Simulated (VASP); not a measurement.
# ZnSe (I-4m2) in VASP: further runs

ZnSe is run at these levels: r2SCAN; tasks: single point.

All numbers are computed with VASP 6.6.1; they aren't measurements. Logs are shortened: lines on timing, memory, paths and dates and some standing lists are left out, and cuts for length are marked.

## (1) The cell of the first run

It takes space group I-4m2 (No. 119, tetragonal). The conventional cell has a = 4.626 Å, b = 4.626 Å, c = 4.253 Å, α = 90.00°, β = 90.00°, γ = 90.00°. Within 3.4 Å of Zn (site symmetry -4m2) lie 4 Se at 2.55 Å. Se (site symmetry -4m2) has 4 Zn at 2.55 Å within 3.4 Å.

## (2) Single point, r2SCAN

Input file POSCAR:

```
ZnSe
1.0
    0.0000000000      3.2713831349      2.1263990377
    3.2713831349      0.0000000000      2.1263990377
    3.2713831349      3.2713831349      0.0000000000
Zn Se
1 1
Direct
    0.0000000000      0.0000000000      0.0000000000
    0.7500000000      0.7500000000      0.7500000000
```

Input file INCAR.step1:

```
SYSTEM = ZnSe
ALGO = Normal ; EDIFF = 1E-4
ENCUT = 520 ; GGA = PE
ISMEAR = 0 ; LASPH = .True.
LCHARG = .False. ; LREAL = .False.
LWAVE = .True. ; NBANDS = 16
NELM = 60 ; PREC = Accurate
SIGMA = 0.05
```

Input file INCAR.step2:

```
SYSTEM = ZnSe
ALGO = Normal ; EDIFF = 1E-6
ENCUT = 520 ; ISIF = 2
ISMEAR = 0 ; ISTART = 1
LASPH = .True. ; LCHARG = .False.
LMIXTAU = .True. ; LREAL = .False.
LWAVE = .False. ; METAGGA = R2SCAN
NBANDS = 16 ; NELM = 60
PREC = Accurate ; SIGMA = 0.05
```

Input file KPOINTS:

```
k-points
0
Gamma
  10 10 10
  0 0 0
```

Potentials or basis: VASP PAW PBE potentials, release 64 (Zn, Se).

On the command line:

```sh
$ cat potpaw_PBE.64/Zn/POTCAR potpaw_PBE.64/Se/POTCAR > POTCAR
$ cp INCAR.step1 INCAR
$ mpirun -np 1 vasp_std > vasp.out
$ cp INCAR.step2 INCAR
$ mpirun -np 1 vasp_std > vasp.out
```

OUTCAR:

```text
SYSTEM = ZnSe
   EDIFF = 1E-6
   ENCUT = 520
   ISIF = 2
   ISMEAR = 0
   ISTART = 1
   LASPH = .True.
   LREAL = .False.
   METAGGA = R2SCAN
   NELM = 60
   PREC = Accurate

 ion  position               nearest neighbor table
   1  0.000  0.000  0.000-   2 2.55   2 2.55   2 2.55   2 2.55
   2  0.750  0.750  0.750-   1 2.55   1 2.55   1 2.55   1 2.55

  LATTYP: Found a body centered tetragonal cell.
 ALAT       =     4.6264343971
 C/A-ratio  =     0.9192388155

  Lattice vectors:

 A1 = (   0.0000000000,  -3.2713831349,  -2.1263990377)
 A2 = (   0.0000000000,   3.2713831349,  -2.1263990377)
 A3 = (   3.2713831349,   0.0000000000,   2.1263990377)

Analysis of symmetry for initial positions (statically):
=====================================================================
 Subroutine PRICEL returns:
 Original cell was already a primitive cell.

 Routine SETGRP: Setting up the symmetry group for a
 body centered tetragonal supercell.

 Subroutine GETGRP returns: Found  8 space group operations
 (whereof  8 operations were pure point group operations)
 out of a pool of 16 trial point group operations.

The static configuration has the point symmetry D_2d.

Analysis of symmetry for dynamics (positions and initial velocities):
=====================================================================
 Subroutine PRICEL returns:
 Original cell was already a primitive cell.

 Routine SETGRP: Setting up the symmetry group for a
 body centered tetragonal supercell.

 Subroutine GETGRP returns: Found  8 space group operations
 (whereof  8 operations were pure point group operations)
 out of a pool of 16 trial point group operations.

The dynamic configuration has the point symmetry D_2d.

 Subroutine INISYM returns: Found  8 space group operations
 (whereof  8 operations are pure point group operations),
 and found     1 'primitive' translations

----------------------------------------------------------------------------------------

                                     Primitive cell

  volume of cell :      45.5132

  direct lattice vectors                    reciprocal lattice vectors
     0.000000000  3.271383135  2.126399038    -0.152840551  0.152840551  0.235139309
     3.271383135  0.000000000  2.126399038     0.152840551 -0.152840551  0.235139309
     3.271383135  3.271383135  0.000000000     0.152840551  0.152840551 -0.235139309

  length of vectors
     3.901733010  3.901733010  4.626434397     0.319391550  0.319391550  0.319391550

  position of ions in fractional coordinates (direct lattice)
     0.000000000  0.000000000  0.000000000
     0.750000000  0.750000000  0.750000000

  ion indices of the primitive-cell ions
   primitive index   ion index
                 1           1
                 2           2

----------------------------------------------------------------------------------------

 KPOINTS: k-points

Automatic generation of k-mesh.
 Grid dimensions read from file:
 generate k-points for:   10   10   10

 Generating k-lattice:

  Cartesian coordinates                     Fractional coordinates (reciprocal lattice)
    -0.015284055  0.015284055  0.023513931     0.100000000  0.000000000  0.000000000
     0.015284055 -0.015284055  0.023513931     0.000000000  0.100000000  0.000000000
     0.015284055  0.015284055 -0.023513931     0.000000000  0.000000000  0.100000000

  Length of vectors
     0.031939155  0.031939155  0.031939155

  Shift w.r.t. Gamma in fractional coordinates (k-lattice)
     0.000000000  0.000000000  0.000000000

 Subroutine IBZKPT returns following result:
 ===========================================

 Found    102 irreducible k-points:

 Following reciprocal coordinates:
            Coordinates               Weight
  0.000000  0.000000  0.000000      1.000000
  0.100000  0.000000  0.000000      8.000000
  0.200000  0.000000  0.000000      8.000000
  0.300000  0.000000  0.000000      8.000000
  0.400000 -0.000000  0.000000      8.000000
  0.500000  0.000000  0.000000      4.000000
[... 16 lines left out ...]
  0.300000  0.300000  0.000000      2.000000
  0.400000  0.300000  0.000000      8.000000
 [... further k-points ...]
   k-points           NKPTS =    102   k-points in BZ     NKDIM =    102   number of bands    NBANDS=     16
   number of dos      NEDOS =    301   number of ions     NIONS =      2
   total plane-waves  NPLWV =  32400
   dimension x,y,z NGX =    30 NGY =   30 NGZ =   36
   dimension x,y,z NGXF=    60 NGYF=   60 NGZF=   72
   ions per type =               1   1
   NGX,Y,Z   is equivalent  to a cutoff of  12.78, 12.78, 12.94 a.u.
   NGXF,Y,Z  is equivalent  to a cutoff of  25.56, 25.56, 25.87 a.u.
 SYSTEM =  ZnSe
   PREC   = accura    normal or accurate (medium, high low for compatibility)
   ISTART =      1    job   : 0-new  1-cont  2-samecut
   ICHARG =      0    charge: 1-file 2-atom 10-const
   ISPIN  =      1    spin polarized calculation?
   LNONCOLLINEAR =      F non collinear calculations
   LSORBIT =      F    spin-orbit coupling
   LASPH  =      T    aspherical Exc in radial PAW
   ENCUT  =  520.0 eV  38.22 Ry    6.18 a.u.   7.25  7.25  8.60*2*pi/ulx,y,z
   NELM   =     60;   NELMIN=  2; NELMDL=  0     # of ELM steps
   EDIFF  = 0.1E-05   stopping-criterion for ELM
   LREAL  =      F    real-space projection
   EDIFFG = 0.1E-04   stopping-criterion for IOM
   NSW    =      0    number of steps for IOM
   IBRION =     -1    ionic relax: 0-MD 1-quasi-New 2-CG
   NFREE  =      0    steps in history (QN), initial steepest desc. (CG)
   ISIF   =      2    stress and relaxation
   ISYM   =      2    0-nonsym 1-usesym 2-fastsym
   POTIM  = 0.5000    time-step for ionic-motion
   TEBEG  =    0.0;   TEEND  =   0.0 temperature during run
   PSTRESS=    0.0 pullay stress
   NELECT =      18.0000    total number of electrons
   NUPDOWN=      -1.0000    fix difference up-down
   EMIN   =  10.00;   EMAX   =-10.00  energy-range for DOS
   EFERMI =   0.00;   METHOD = LEGACY
   ISMEAR =     0;   SIGMA  =   0.05  broadening in eV -4-tet -1-fermi 0-gaus
   EFERMI_NEDOS =   21; number of points for ismear=-14 and -15
   IALGO  =     38    algorithm
   IMIX   =      4    mixing-type and parameters
     AMIX     =   0.40;   BMIX     =  1.00
     AMIX_MAG =   1.60;   BMIX_MAG =  1.00
  volume/ion in A,a.u.               =      22.76       153.57
  Fermi-wavevector in a.u.,A,eV,Ry     =   1.201673  2.270834 19.647073  1.444019
  Thomas-Fermi vector in A             =   2.337476
   LORBIT       =      0    0 simple, 1 ext, 2 COOP (PROOUT), +10 PAW based schemes
   METAGGA = R2SCAN    functional components
   LHFCALC =     F    Hartree Fock is set to
   AEXX    =    0.0000 exact exchange contribution
   IVDW    =     0    specifies the selected vdW correction
   LEPSILON=     F    determine dielectric tensor
   LRPA    =     F    only Hartree local field effects (RPA)
 non-spin polarized calculation
 Gauss-broadening in eV      SIGMA  =   0.05
  energy-cutoff  :      520.00
  volume of cell :       45.51
 maximum number of plane-waves:      1239
 NGX is ok and might be reduce to    30

 number of electron      18.0000009 magnetization

 Free energy of the ion-electron system (eV)
  ---------------------------------------------------
  ext. energy  EPLUGINS =         0.00000000
  ---------------------------------------------------
  free energy    TOTEN  =       -24.49258657 eV

  energy without entropy =      -24.49258657  energy(sigma->0) =      -24.49258657

 E-fermi :   2.1368     XC(G=0): -10.0179

 val. band max:        1.8405786427   @ k =   0.0000   0.0000   0.0000
 cond. band min:       2.5388198380   @ k =   0.0000   0.0000   0.0000
 fundamental gap:      0.6982411953
 Fermi energy:         2.1367988744

 k-point     1 :       0.0000    0.0000    0.0000
  band No.  band energies     occupation
      1     -12.1073      2.00000
      2      -5.2933      2.00000
      3      -5.2930      2.00000
      4      -5.2093      2.00000
      5      -5.0618      2.00000
      6      -5.0613      2.00000
[... 8 lines left out ...]
     15      11.6175      0.00000
     16      13.1208      0.00000

 k-point     2 :       0.1000    0.0000    0.0000
  band No.  band energies     occupation
      1     -12.0318      2.00000
      2      -5.2972      2.00000
      3      -5.2929      2.00000
      4      -5.2053      2.00000
      5      -5.0586      2.00000
      6      -5.0566      2.00000
[... 8 lines left out ...]
     15      11.6413      0.00000
     16      13.4994      0.00000

 k-point     3 :       0.2000    0.0000    0.0000
  band No.  band energies     occupation
      1     -11.8240      2.00000
      2      -5.3064      2.00000
      3      -5.2955      2.00000
      4      -5.1869      2.00000
      5      -5.0501      2.00000
      6      -5.0382      2.00000
[... 8 lines left out ...]
     15      11.8206      0.00000
     16      14.6720      0.00000

 k-point     4 :       0.3000    0.0000    0.0000
  band No.  band energies     occupation
      1     -11.5434      2.00000
      2      -5.3047      2.00000
      3      -5.2969      2.00000
      4      -5.1541      2.00000
      5      -5.0337      2.00000
      6      -5.0072      2.00000
[... 8 lines left out ...]
     15      12.9892      0.00000
     16      14.8173      0.00000
[... 324 lines left out ...]
 k-point    22 :      -0.2000    0.2000    0.0000
  band No.  band energies     occupation
      1     -11.5862      2.00000
      2      -5.2638      2.00000
      3      -5.2553      2.00000
      4      -5.1556      2.00000
      5      -5.0881      2.00000
      6      -5.0348      2.00000
[... 8 lines left out ...]
     15      11.9481      0.00000
     16      12.4333      0.00000

 k-point    23 :       0.3000    0.3000    0.0000
  band No.  band energies     occupation
      1     -11.1349      2.00000
      2      -5.2924      2.00000
      3      -5.2495      2.00000
      4      -5.2492      2.00000
      5      -4.9736      2.00000
      6      -4.9010      2.00000
[... 8 lines left out ...]
     15      12.9681      0.00000
     16      18.8767      0.00000

 k-point    24 :       0.4000    0.3000    0.0000
  band No.  band energies     occupation
      1     -10.9753      2.00000
      2      -5.2912      2.00000
      3      -5.2244      2.00000
      4      -5.2079      2.00000
      5      -4.9559      2.00000
      6      -4.8197      2.00000
[... 8 lines left out ...]
     15      14.1026      0.00000
     16      18.4396      0.00000

 [... further k-points ...]

------------------------ aborting loop because EDIFF is reached ----------------------------------------

  FORCE on cell =-STRESS in cart. coord.  units (eV):
  Direction    XX          YY          ZZ          XY          YZ          ZX
  --------------------------------------------------------------------------------------
  -------------------------------------------------------------------------------------
  Total       -1.9304621     -1.9304621      0.7224565      0.0000000     -0.0000000      0.0000000
  in kB      -67.9570143    -67.9570143     25.4322467      0.0000000     -0.0000000      0.0000000
  external PRESSURE =     -36.8272606 kB  Pullay stress =       0.0000000 kB

 VOLUME and BASIS-vectors are now :
 -----------------------------------------------------------------------------
  energy-cutoff  :      520.00
  volume of cell :       45.51
      direct lattice vectors                 reciprocal lattice vectors
     0.000000000  3.271383135  2.126399038    -0.152840551  0.152840551  0.235139309
     3.271383135  0.000000000  2.126399038     0.152840551 -0.152840551  0.235139309
     3.271383135  3.271383135  0.000000000     0.152840551  0.152840551 -0.235139309

 POSITION                                       TOTAL-FORCE (eV/Angst)
 -----------------------------------------------------------------------------------
      0.00000      0.00000      0.00000        -0.000000     -0.000000      0.000000
      4.90707      4.90707      3.18960         0.000000      0.000000     -0.000000
 -----------------------------------------------------------------------------------
    total drift:                                0.000838      0.000838     -0.001239

  FREE ENERGIE OF THE ION-ELECTRON SYSTEM (eV)
  ---------------------------------------------------
  free  energy   TOTEN  =       -24.4925865687 eV

  energy  without entropy=      -24.4925865687  energy(sigma->0) =      -24.49258657
```

Run time: 4.4 min. Hardware: 1 thread of AMD EPYC 7R13 (Zen 3), shared host; peak memory 0.21 GiB.

What came out:

| Quantity | Value |
| --- | --- |
| Free energy | -24.4926 eV |
| Pressure | -3.7 GPa |
| Band gap on the k mesh | 0.70 eV |

Stress tensor (GPa, compression positive):
```
-6.80  0.00  0.00
 0.00 -6.80  0.00
 0.00  0.00  2.54
```

Caveat: the cell stands under tension; the PAW data sets were made with another functional, which shifts forces and pressure a little.

## (3) Single point, r2SCAN

This run uses another cell than the first one, of the same volume but with other edges.

Input file POSCAR:

```
ZnSe
1.0
    0.0000000000      2.4755523210      3.7133284815
    2.4755523210      0.0000000000      3.7133284815
    2.4755523210      2.4755523210      0.0000000000
Zn Se
1 1
Direct
    0.0000000000      0.0000000000      0.0000000000
    0.7500000000      0.7500000000      0.7500000000
```

Input file INCAR.step1:

```
PREC     = Accurate       # precision mode
ENCUT    = 520            # plane-wave cutoff, eV
ISMEAR   = 0              # smearing method
SIGMA    = 0.05           # smearing width, eV
LREAL    = F              # projectors in reciprocal space
LASPH    = T              # aspherical terms in the spheres
NELM     = 100            # most SCF steps
NBANDS   = 16             # bands
GGA      = PE             # functional
ALGO     = Normal         # electronic algorithm
EDIFF    = 1E-4           # SCF threshold, eV
LWAVE    = T              # write WAVECAR
LCHARG   = F              # write CHGCAR
```

Input file INCAR.step2:

```
PREC     = Accurate       # precision mode
ENCUT    = 520            # plane-wave cutoff, eV
EDIFF    = 1E-7           # SCF threshold, eV
ISMEAR   = 0              # smearing method
SIGMA    = 0.05           # smearing width, eV
LREAL    = F              # projectors in reciprocal space
LASPH    = T              # aspherical terms in the spheres
NELM     = 100            # most SCF steps
ALGO     = Normal         # electronic algorithm
ISIF     = 2              # what is computed and relaxed
LWAVE    = F              # write WAVECAR
LCHARG   = F              # write CHGCAR
METAGGA  = R2SCAN         # meta-GGA
LMIXTAU  = T            
NBANDS   = 16             # bands
ISTART   = 1
```

Input file KPOINTS:

```
regular mesh
0
Gamma
  10 10 10
```

Potentials or basis: VASP PAW PBE potentials, release 64 (Zn, Se).

On the command line:

```sh
$ cat potpaw_PBE.64/Zn/POTCAR potpaw_PBE.64/Se/POTCAR > POTCAR
$ cp INCAR.step1 INCAR
$ mpirun -np 1 vasp_std > vasp.out
$ cp INCAR.step2 INCAR
$ mpirun -np 1 vasp_std > vasp.out
```

Wall time 7.6 min (1 thread of AMD EPYC 7R13 (Zen 3), shared host); peak memory 0.21 GiB.

The run converged. Its results:

```
Free energy            : -23.9879 eV
Pressure               : -1.4 GPa
Band gap on the k mesh : zero (bands 9 and 10 overlap by 0.13 eV)
```

Stress tensor (GPa, compression positive):
```
  7.88   0.00   0.00
  0.00   7.88   0.00
  0.00   0.00 -19.94
```

Levels at points of the mesh, in eV from the Fermi level:
```tsv
k point	band 5	band 6	band 7	band 8	band 9	band 10	band 11	band 12	band 13	band 14
(0.00, 0.00, 0.00)	-7.60	-7.56	-2.95	-0.66	-0.17	-0.17	6.13	6.13	6.40	7.21
(0.50, 0.00, 0.00)	-7.60	-7.47	-5.90	-3.14	-0.17	0.32	6.54	7.38	8.00	10.12
(0.50, 0.50, 0.00)	-7.60	-7.55	-7.16	-1.27	-1.27	4.31	5.21	7.39	10.57	10.57
(0.50, 0.00, 0.50)	-7.54	-7.33	-4.71	-3.73	-3.12	1.83	1.88	6.93	7.95	8.65
```

Caveat: semilocal functionals underestimate gaps, so a narrow gap can read as zero; the PAW data sets were made with another functional, which shifts forces and pressure a little.

## (4) Single point, r2SCAN

This run uses another cell than the first one, of the same volume but with other edges.

Input file POSCAR:

```
ZnSe
1.0
    0.0000000000      2.8726240025      2.7577190424
    2.8726240025      0.0000000000      2.7577190424
    2.8726240025      2.8726240025      0.0000000000
Zn Se
1 1
Direct
    0.0000000000      0.0000000000      0.0000000000
    0.7500000000      0.7500000000      0.7500000000
```

Input file INCAR.step1:

```
ALGO     = Normal         # electronic algorithm
EDIFF    = 1E-4           # SCF threshold, eV
ENCUT    = 520            # plane-wave cutoff, eV
GGA      = PE             # functional
ISMEAR   = 0              # smearing method
LASPH    = T              # aspherical terms in the spheres
LCHARG   = F              # write CHGCAR
LREAL    = F              # projectors in reciprocal space
LWAVE    = T              # write WAVECAR
NBANDS   = 16             # bands
NELM     = 60             # most SCF steps
PREC     = Accurate       # precision mode
SIGMA    = 0.05           # smearing width, eV
```

Input file INCAR.step2:

```
ALGO     = Normal         # electronic algorithm
EDIFF    = 1E-7           # SCF threshold, eV
ENCUT    = 520            # plane-wave cutoff, eV
ISIF     = 2              # what is computed and relaxed
ISMEAR   = 0              # smearing method
ISTART   = 1            
LASPH    = T              # aspherical terms in the spheres
LCHARG   = F              # write CHGCAR
LMIXTAU  = T            
LREAL    = F              # projectors in reciprocal space
LWAVE    = F              # write WAVECAR
METAGGA  = R2SCAN         # meta-GGA
NBANDS   = 16             # bands
NELM     = 60             # most SCF steps
PREC     = Accurate       # precision mode
SIGMA    = 0.05           # smearing width, eV
```

Input file KPOINTS:

```
k-points
0
Gamma
  10 10 10
```

On the command line:

```sh
$ cat potpaw_PBE.64/Zn/POTCAR potpaw_PBE.64/Se/POTCAR > POTCAR
$ cp INCAR.step1 INCAR
$ mpirun -np 1 vasp_std > vasp.out
$ cp INCAR.step2 INCAR
$ mpirun -np 1 vasp_std > vasp.out
```

Run time: 3.1 min. Hardware: 1 thread of Intel Xeon 6975P-C (Granite Rapids), shared host; peak memory 0.23 GiB.

It converged, with:

```yaml
Free_energy: -24.9038 eV
Pressure: 0.0 GPa
Band_gap_on_the_k_mesh: 1.77 eV
```

Stress tensor (GPa, compression positive):
```
-0.50  0.00  0.00
 0.00 -0.50  0.00
 0.00  0.00  0.94
```

Levels at points of the mesh, in eV from the valence-band top:
| k point | band 6 | band 7 | band 8 | band 9 | band 10 | band 11 | band 12 | band 13 |
| --- | --- | --- | --- | --- | --- | --- | --- | --- |
| (0.00, 0.00, 0.00) | -6.38 | -0.14 | -0.14 | 0.00 | 1.77 | 6.22 | 6.24 | 6.24 |
| (0.50, 0.00, 0.00) | -6.22 | -5.39 | -1.09 | -0.86 | 2.94 | 6.61 | 6.97 | 9.00 |
| (0.50, 0.50, 0.00) | -6.17 | -4.72 | -2.47 | -2.47 | 3.12 | 3.51 | 11.68 | 11.94 |
| (0.50, 0.00, 0.50) | -6.22 | -4.96 | -2.28 | -2.20 | 3.31 | 3.92 | 11.25 | 11.71 |

Caveat: the PAW data sets were made with another functional, which shifts forces and pressure a little.

## (5) Summary

| cell | gap on the mesh (eV) | pressure (GPa) |
| --- | --- | --- |
| a = 3.902, b = 3.902, c = 4.626 Å, angles 53.6, 53.6, 72.7°, 2 atoms | 0.70 | -3.7 |
| a = 4.463, b = 4.463, c = 3.501 Å, angles 66.9, 66.9, 46.2°, 2 atoms | none | -1.4 |
| a = 3.982, b = 3.982, c = 4.063 Å, angles 59.3, 59.3, 61.3°, 2 atoms | 1.77 | 0.0 |

Alike in all rows: task single point; level r2SCAN; potentials or basis VASP PAW PBE potentials, release 64 (Zn, Se); no spin polarisation; k mesh 10 × 10 × 10; cutoff (eV) 520; smearing gaussian 0.05 eV.

Caveats: the PAW data sets were made with another functional, which shifts forces and pressure a little; the cell stands under tension (at least some runs); semilocal functionals underestimate gaps, so a narrow gap can read as zero (at least some runs).

Total energies depend on the potentials used, so only differences within one code and one set of settings carry meaning.
